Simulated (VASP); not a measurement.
# Cu (Fm-3m) in VASP: further runs

Cu is run at these levels: PBEsol; tasks: single point.

Everything below comes from runs of VASP 6.6.1. Logs are shortened: lines on timing, memory, paths and dates and some standing lists are left out, and cuts for length are marked.

## (1) The cell of the first run

It takes space group Fm-3m (No. 225, cubic). The conventional cell has a = 3.563 Å, b = 3.563 Å, c = 3.563 Å, α = 90.00°, β = 90.00°, γ = 90.00°. Within 3.3 Å of Cu (site symmetry m-3m) lie 12 Cu at 2.52 Å.

## (2) Single point, PBEsol

The input, INCAR:

```
SYSTEM = Cu
ALGO = Normal
EDIFF = 1E-7
ENCUT = 520
GGA = PS
ISIF = 2
ISMEAR = 0
LASPH = .True.
LCHARG = .False.
LREAL = .False.
LWAVE = .False.
NBANDS = 12
NELM = 60
PREC = Accurate
SIGMA = 0.15
```

The input, KPOINTS:

```
k-points
0
Gamma
  22 22 22
  0 0 0
```

The input, POSCAR:

```
Cu
1.0
    0.0000000000      1.7816422171      1.7816422171
    1.7816422171      0.0000000000      1.7816422171
    1.7816422171      1.7816422171      0.0000000000
Cu
1
Direct
    0.0000000000      0.0000000000      0.0000000000
```

Potentials or basis: VASP PAW PBE potentials, release 64 (Cu).

Run with:

```bash
$ cat potpaw_PBE.64/Cu/POTCAR > POTCAR
$ mpirun -np 1 vasp_std > vasp.out
```

OUTCAR:

```text
SYSTEM = Cu
   EDIFF = 1E-7
   ENCUT = 520
   GGA = PS
   ISIF = 2
   ISMEAR = 0
   LASPH = .True.
   LREAL = .False.
   NELM = 60
   PREC = Accurate

 ion  position               nearest neighbor table
   1  0.000  0.000  0.000-

  LATTYP: Found a face centered cubic cell.
 ALAT       =     3.5632844342

  Lattice vectors:

 A1 = (   0.0000000000,   1.7816422171,   1.7816422171)
 A2 = (   1.7816422171,   0.0000000000,   1.7816422171)
 A3 = (   1.7816422171,   1.7816422171,   0.0000000000)

Analysis of symmetry for initial positions (statically):
=====================================================================
 Subroutine PRICEL returns:
 Original cell was already a primitive cell.

 Routine SETGRP: Setting up the symmetry group for a
 face centered cubic supercell.

 Subroutine GETGRP returns: Found 48 space group operations
 (whereof 48 operations were pure point group operations)
 out of a pool of 48 trial point group operations.

The static configuration has the point symmetry O_h .

Analysis of symmetry for dynamics (positions and initial velocities):
=====================================================================
 Subroutine PRICEL returns:
 Original cell was already a primitive cell.

 Routine SETGRP: Setting up the symmetry group for a
 face centered cubic supercell.

 Subroutine GETGRP returns: Found 48 space group operations
 (whereof 48 operations were pure point group operations)
 out of a pool of 48 trial point group operations.

The dynamic configuration has the point symmetry O_h .

 Subroutine INISYM returns: Found 48 space group operations
 (whereof 48 operations are pure point group operations),
 and found     1 'primitive' translations

----------------------------------------------------------------------------------------

                                     Primitive cell

  volume of cell :      11.3108

  direct lattice vectors                    reciprocal lattice vectors
     0.000000000  1.781642217  1.781642217    -0.280639960  0.280639960  0.280639960
     1.781642217  0.000000000  1.781642217     0.280639960 -0.280639960  0.280639960
     1.781642217  1.781642217  0.000000000     0.280639960  0.280639960 -0.280639960

  length of vectors
     2.519622587  2.519622587  2.519622587     0.486082669  0.486082669  0.486082669

  position of ions in fractional coordinates (direct lattice)
     0.000000000  0.000000000  0.000000000

  ion indices of the primitive-cell ions
   primitive index   ion index
                 1           1

----------------------------------------------------------------------------------------

 KPOINTS: k-points

Automatic generation of k-mesh.
 Grid dimensions read from file:
 generate k-points for:   22   22   22

 Generating k-lattice:

  Cartesian coordinates                     Fractional coordinates (reciprocal lattice)
    -0.012756362  0.012756362  0.012756362     0.045454545  0.000000000  0.000000000
     0.012756362 -0.012756362  0.012756362     0.000000000  0.045454545  0.000000000
     0.012756362  0.012756362 -0.012756362     0.000000000  0.000000000  0.045454545

  Length of vectors
     0.022094667  0.022094667  0.022094667

  Shift w.r.t. Gamma in fractional coordinates (k-lattice)
     0.000000000  0.000000000  0.000000000

 Subroutine IBZKPT returns following result:
 ===========================================

 Found    328 irreducible k-points:

 Following reciprocal coordinates:
            Coordinates               Weight
  0.000000  0.000000  0.000000      1.000000
  0.045455  0.000000  0.000000      8.000000
  0.090909  0.000000  0.000000      8.000000
  0.136364  0.000000  0.000000      8.000000
  0.181818  0.000000  0.000000      8.000000
  0.227273  0.000000  0.000000      8.000000
[... 16 lines left out ...]
  0.500000  0.045455  0.000000     24.000000
 -0.454545  0.045455  0.000000     24.000000
 [... further k-points ...]
   k-points           NKPTS =    328   k-points in BZ     NKDIM =    328   number of bands    NBANDS=     12
   number of dos      NEDOS =    301   number of ions     NIONS =      1
   total plane-waves  NPLWV =   8000
   dimension x,y,z NGX =    20 NGY =   20 NGZ =   20
   dimension x,y,z NGXF=    40 NGYF=   40 NGZF=   40
   ions per type =               1
   NGX,Y,Z   is equivalent  to a cutoff of  13.20, 13.20, 13.20 a.u.
   NGXF,Y,Z  is equivalent  to a cutoff of  26.39, 26.39, 26.39 a.u.
 SYSTEM =  Cu
   PREC   = accura    normal or accurate (medium, high low for compatibility)
   ISTART =      0    job   : 0-new  1-cont  2-samecut
   ICHARG =      2    charge: 1-file 2-atom 10-const
   ISPIN  =      1    spin polarized calculation?
   LNONCOLLINEAR =      F non collinear calculations
   LSORBIT =      F    spin-orbit coupling
   LASPH  =      T    aspherical Exc in radial PAW
   ENCUT  =  520.0 eV  38.22 Ry    6.18 a.u.   4.68  4.68  4.68*2*pi/ulx,y,z
   NELM   =     60;   NELMIN=  2; NELMDL= -5     # of ELM steps
   EDIFF  = 0.1E-06   stopping-criterion for ELM
   LREAL  =      F    real-space projection
   EDIFFG = 0.1E-05   stopping-criterion for IOM
   NSW    =      0    number of steps for IOM
   IBRION =     -1    ionic relax: 0-MD 1-quasi-New 2-CG
   NFREE  =      0    steps in history (QN), initial steepest desc. (CG)
   ISIF   =      2    stress and relaxation
   ISYM   =      2    0-nonsym 1-usesym 2-fastsym
   POTIM  = 0.5000    time-step for ionic-motion
   TEBEG  =    0.0;   TEEND  =   0.0 temperature during run
   PSTRESS=    0.0 pullay stress
   NELECT =      11.0000    total number of electrons
   NUPDOWN=      -1.0000    fix difference up-down
   EMIN   =  10.00;   EMAX   =-10.00  energy-range for DOS
   EFERMI =   0.00;   METHOD = LEGACY
   ISMEAR =     0;   SIGMA  =   0.15  broadening in eV -4-tet -1-fermi 0-gaus
   EFERMI_NEDOS =   21; number of points for ismear=-14 and -15
   IALGO  =     38    algorithm
   IMIX   =      4    mixing-type and parameters
     AMIX     =   0.40;   BMIX     =  1.00
     AMIX_MAG =   1.60;   BMIX_MAG =  1.00
  volume/ion in A,a.u.               =      11.31        76.33
  Fermi-wavevector in a.u.,A,eV,Ry     =   1.621967  3.065072 35.793874  2.630776
  Thomas-Fermi vector in A             =   2.715657
   LORBIT       =      0    0 simple, 1 ext, 2 COOP (PROOUT), +10 PAW based schemes
   GGA     = PS    functional components
   LHFCALC =     F    Hartree Fock is set to
   AEXX    =    0.0000 exact exchange contribution
   IVDW    =     0    specifies the selected vdW correction
   LEPSILON=     F    determine dielectric tensor
   LRPA    =     F    only Hartree local field effects (RPA)
 non-spin polarized calculation
 Gauss-broadening in eV      SIGMA  =   0.15
  energy-cutoff  :      520.00
  volume of cell :       11.31
 maximum number of plane-waves:       318
   NGX =  9   NGY =  9   NGZ =  9

 number of electron      11.0000013 magnetization

 Free energy of the ion-electron system (eV)
  ---------------------------------------------------
  ext. energy  EPLUGINS =         0.00000000
  ---------------------------------------------------
  free energy    TOTEN  =        -4.31095794 eV

  energy without entropy =       -4.30824029  energy(sigma->0) =       -4.30959911

 E-fermi :   7.9408     XC(G=0): -13.1620

 val. band max:        7.9394585724   @ k =   0.5000   0.3182   0.1364
 cond. band min:       7.9975160696   @ k =   0.4545   0.3182   0.0000
 fundamental gap:      0.0580574972
 Fermi energy:         7.9407936504

 k-point     1 :       0.0000    0.0000    0.0000
  band No.  band energies     occupation
      1      -1.7776      2.00000
      2       4.7847      2.00000
      3       4.7847      2.00000
      4       4.7847      2.00000
      5       5.6744      2.00000
      6       5.6744      2.00000
      7      30.8747      0.00000
      8      33.8271      0.00000
      9      33.8271      0.00000
     10      33.8271      0.00000
     11      36.3460      0.00000
     12      36.3460      0.00000

 k-point     2 :       0.0455    0.0000    0.0000
  band No.  band energies     occupation
      1      -1.6999      2.00000
      2       4.7672      2.00000
      3       4.8002      2.00000
      4       4.8002      2.00000
      5       5.6680      2.00000
      6       5.6680      2.00000
      7      30.5150      0.00000
      8      32.6624      0.00000
      9      33.5642      0.00000
     10      33.5642      0.00000
     11      36.7160      0.00000
     12      36.7160      0.00000

 k-point     3 :       0.0909    0.0000    0.0000
  band No.  band energies     occupation
      1      -1.4683      2.00000
      2       4.7178      2.00000
      3       4.8427      2.00000
      4       4.8427      2.00000
      5       5.6528      2.00000
      6       5.6528      2.00000
      7      28.9109      0.00000
      8      31.8170      0.00000
      9      33.0306      0.00000
     10      33.0306      0.00000
     11      37.5471      0.00000
     12      37.5471      0.00000
[... 286 lines left out ...]
 k-point    23 :       0.5000    0.0455    0.0000
  band No.  band energies     occupation
      1       2.6435      2.00000
      2       4.7228      2.00000
      3       4.7782      2.00000
      4       5.9222      2.00000
      5       6.2823      2.00000
      6       7.1532      2.00000
      7      11.9903      0.00000
      8      28.7771      0.00000
      9      29.9613      0.00000
     10      30.0934      0.00000
     11      34.3660      0.00000
     12      34.5391      0.00000

 k-point    24 :      -0.4545    0.0455    0.0000
  band No.  band energies     occupation
      1       2.6292      2.00000
      2       4.7298      2.00000
      3       4.7787      2.00000
      4       5.9036      2.00000
      5       6.2494      2.00000
      6       7.0573      2.00000
      7      12.1841      0.00000
      8      28.5894      0.00000
      9      30.0218      0.00000
     10      30.4018      0.00000
     11      34.0280      0.00000
     12      34.7868      0.00000

 [... further k-points ...]

------------------------ aborting loop because EDIFF is reached ----------------------------------------

  FORCE on cell =-STRESS in cart. coord.  units (eV):
  Direction    XX          YY          ZZ          XY          YZ          ZX
  --------------------------------------------------------------------------------------
  -------------------------------------------------------------------------------------
  Total        0.0535851      0.0535851      0.0535851     -0.0000000      0.0000000      0.0000000
  in kB        7.5903724      7.5903724      7.5903724     -0.0000000      0.0000000      0.0000000
  external PRESSURE =       7.5903724 kB  Pullay stress =       0.0000000 kB

 VOLUME and BASIS-vectors are now :
 -----------------------------------------------------------------------------
  energy-cutoff  :      520.00
  volume of cell :       11.31
      direct lattice vectors                 reciprocal lattice vectors
     0.000000000  1.781642217  1.781642217    -0.280639960  0.280639960  0.280639960
     1.781642217  0.000000000  1.781642217     0.280639960 -0.280639960  0.280639960
     1.781642217  1.781642217  0.000000000     0.280639960  0.280639960 -0.280639960

 POSITION                                       TOTAL-FORCE (eV/Angst)
 -----------------------------------------------------------------------------------
      0.00000      0.00000      0.00000        -0.000000      0.000000     -0.000000
 -----------------------------------------------------------------------------------
    total drift:                               -0.000000     -0.000000     -0.000000

  FREE ENERGIE OF THE ION-ELECTRON SYSTEM (eV)
  ---------------------------------------------------
  free  energy   TOTEN  =        -4.3109579372 eV

  energy  without entropy=       -4.3082402874  energy(sigma->0) =       -4.30959911
```

It took 35 s on 1 thread of AMD EPYC 7R43 (Zen 3), shared host; peak memory 0.11 GiB.

What came out:

```
Free energy : -4.3110 eV
Pressure    : 0.8 GPa
```

Caveat: the PAW data sets were made with another functional, which shifts forces and pressure a little.

## (3) Single point, PBEsol

The input, INCAR:

```
SYSTEM = Cu
ALGO     = Normal         ! electronic algorithm
EDIFF    = 1E-6           ! SCF threshold, eV
ENCUT    = 520            ! plane-wave cutoff, eV
GGA      = PS             ! functional
ISIF     = 2              ! what is computed and relaxed
ISMEAR   = 0              ! smearing method
LASPH    = .TRUE.         ! aspherical terms in the spheres
LCHARG   = .TRUE.         ! write CHGCAR
LELF     = .TRUE.         ! ELF
LREAL    = .FALSE.        ! projectors in reciprocal space
LVHAR    = .TRUE.       
LWAVE    = .FALSE.        ! write WAVECAR
NBANDS   = 12             ! bands
NELM     = 60             ! most SCF steps
PREC     = Accurate       ! precision mode
SIGMA    = 0.15           ! smearing width, eV
```

The input, KPOINTS:

```
k-points
0
G
  24 24 24
  0 0 0
```

POSCAR is that of step 2.

Potentials or basis: VASP PAW PBE potentials, release 64 (Cu).

Run with:

```bash
$ cat potpaw_PBE.64/Cu/POTCAR > POTCAR
$ mpirun -np 1 vasp_std > vasp.out
```

OUTCAR:

```text
SYSTEM = Cu
   EDIFF = 1E-6
   ENCUT = 520
   GGA = PS
   ISIF = 2
   ISMEAR = 0
   LASPH = .TRUE.
   LREAL = .FALSE.
   NELM = 60
   PREC = Accurate

 ion  position               nearest neighbor table
   1  0.000  0.000  0.000-

  LATTYP: Found a face centered cubic cell.
 ALAT       =     3.5632844342

  Lattice vectors:

 A1 = (   0.0000000000,   1.7816422171,   1.7816422171)
 A2 = (   1.7816422171,   0.0000000000,   1.7816422171)
 A3 = (   1.7816422171,   1.7816422171,   0.0000000000)

Analysis of symmetry for initial positions (statically):
=====================================================================
 Subroutine PRICEL returns:
 Original cell was already a primitive cell.

 Routine SETGRP: Setting up the symmetry group for a
 face centered cubic supercell.

 Subroutine GETGRP returns: Found 48 space group operations
 (whereof 48 operations were pure point group operations)
 out of a pool of 48 trial point group operations.

The static configuration has the point symmetry O_h .

[... 166 lines left out ...]
  band No.  band energies     occupation
      1      -1.7776      2.00000
      2       4.7849      2.00000
      3       4.7849      2.00000
      4       4.7849      2.00000
      5       5.6746      2.00000
      6       5.6746      2.00000
      7      30.8747      0.00000
      8      33.8271      0.00000
      9      33.8271      0.00000
     10      33.8271      0.00000
     11      36.3461      0.00000
     12      36.3461      0.00000
[... 331 lines left out ...]
 k-point    24 :       0.4583    0.0417    0.0000
  band No.  band energies     occupation
      1       2.5734      2.00000
      2       4.7406      2.00000
      3       4.7910      2.00000
      4       5.7959      2.00000
      5       6.2678      2.00000
      6       6.7393      2.00000
      7      12.7297      0.00000
      8      29.0366      0.00000
      9      29.7835      0.00000
     10      30.4351      0.00000
     11      34.3046      0.00000
     12      34.6956      0.00000

 [... further k-points ...]

------------------------ aborting loop because EDIFF is reached ----------------------------------------

  FORCE on cell =-STRESS in cart. coord.  units (eV):
  Direction    XX          YY          ZZ          XY          YZ          ZX
  --------------------------------------------------------------------------------------
  -------------------------------------------------------------------------------------
  Total        0.0552213      0.0552213      0.0552213      0.0000000     -0.0000000      0.0000000
  in kB        7.8221359      7.8221359      7.8221359      0.0000000     -0.0000000      0.0000000
  external PRESSURE =       7.8221359 kB  Pullay stress =       0.0000000 kB

 VOLUME and BASIS-vectors are now :
 -----------------------------------------------------------------------------
  energy-cutoff  :      520.00
  volume of cell :       11.31
      direct lattice vectors                 reciprocal lattice vectors
     0.000000000  1.781642217  1.781642217    -0.280639960  0.280639960  0.280639960
     1.781642217  0.000000000  1.781642217     0.280639960 -0.280639960  0.280639960
     1.781642217  1.781642217  0.000000000     0.280639960  0.280639960 -0.280639960

 POSITION                                       TOTAL-FORCE (eV/Angst)
 -----------------------------------------------------------------------------------
      0.00000      0.00000      0.00000         0.000000      0.000000     -0.000000
 -----------------------------------------------------------------------------------
    total drift:                               -0.000000     -0.000000     -0.000000

  FREE ENERGIE OF THE ION-ELECTRON SYSTEM (eV)
  ---------------------------------------------------
  free  energy   TOTEN  =        -4.3107276319 eV

  energy  without entropy=       -4.3078742910  energy(sigma->0) =       -4.30930096
```

OSZICAR:

```text
N       E                     dE             d eps       ncg     rms          rms(c)
DAV:   1     0.404184852476E+02    0.40418E+02   -0.54071E+03 11248   0.155E+03
DAV:   2    -0.413589405860E+01   -0.44554E+02   -0.41069E+02 10152   0.204E+02
DAV:   3    -0.540293943127E+01   -0.12670E+01   -0.12603E+01 11632   0.392E+01
DAV:   4    -0.541083798747E+01   -0.78986E-02   -0.78974E-02 11144   0.270E+00
DAV:   5    -0.541090902293E+01   -0.71035E-04   -0.71035E-04 11872   0.261E-01    0.844E+00
DAV:   6    -0.474072970097E+01    0.67018E+00   -0.16959E+01 11796   0.789E+01    0.413E+00
DAV:   7    -0.432563118474E+01    0.41510E+00   -0.25570E+00 11824   0.304E+01    0.591E-01
DAV:   8    -0.431253882533E+01    0.13092E-01   -0.52655E-03 11508   0.114E+00    0.317E-01
DAV:   9    -0.431071931583E+01    0.18195E-02   -0.98337E-03 12272   0.170E+00    0.225E-02
DAV:  10    -0.431072655537E+01   -0.72395E-05   -0.32801E-05 14064   0.938E-02    0.556E-03
DAV:  11    -0.431072762417E+01   -0.10688E-05   -0.41183E-07  8340   0.107E-02    0.319E-04
DAV:  12    -0.431072763190E+01   -0.77368E-08   -0.51995E-08  5888   0.248E-03
   1 F= -.43107276E+01 E0= -.43093010E+01  d E =-.285334E-02
```

stdout:

```text
POSCAR found type information on POSCAR Cu
 POSCAR found :  1 types and       1 ions
 scaLAPACK will be used
 -----------------------------------------------------------------------------
|                                                                             |
|                                                                             |
|     You enforced a specific xc type in the INCAR file but a different       |
|     I HOPE YOU KNOW WHAT YOU ARE DOING!                                     |
|                                                                             |
 -----------------------------------------------------------------------------

 LDA part: xc-table for (Slater+PW92), standard interpolation
 POSCAR, INCAR and KPOINTS ok, starting setup
 FFT: planning ... GRIDC
 FFT: planning ... GRID_SOFT
 FFT: planning ... GRID
 WAVECAR not read
 entering main loop
```

Run time: 42 s. Hardware: 1 thread of AMD EPYC 7R43 (Zen 3), shared host; peak memory 0.12 GiB.

What came out:

```yaml
Free_energy: -4.3107 eV
Pressure: 0.8 GPa
```

Levels at points of the mesh, in eV from the Fermi level:
| k point | band 3 | band 4 | band 5 | band 6 | band 7 | band 8 | band 9 | band 10 |
| --- | --- | --- | --- | --- | --- | --- | --- | --- |
| (0.00, 0.00, 0.00) | -3.17 | -3.17 | -2.28 | -2.28 | 22.92 | 25.87 | 25.87 | 25.87 |
| (0.50, 0.00, 0.00) | -3.20 | -1.67 | -1.67 | -1.18 | 3.95 | 21.39 | 22.69 | 22.69 |
| (0.50, 0.50, 0.00) | -1.69 | -1.52 | -1.52 | 1.41 | 7.39 | 13.36 | 13.36 | 17.99 |

Caveat: the PAW data sets were made with another functional, which shifts forces and pressure a little.
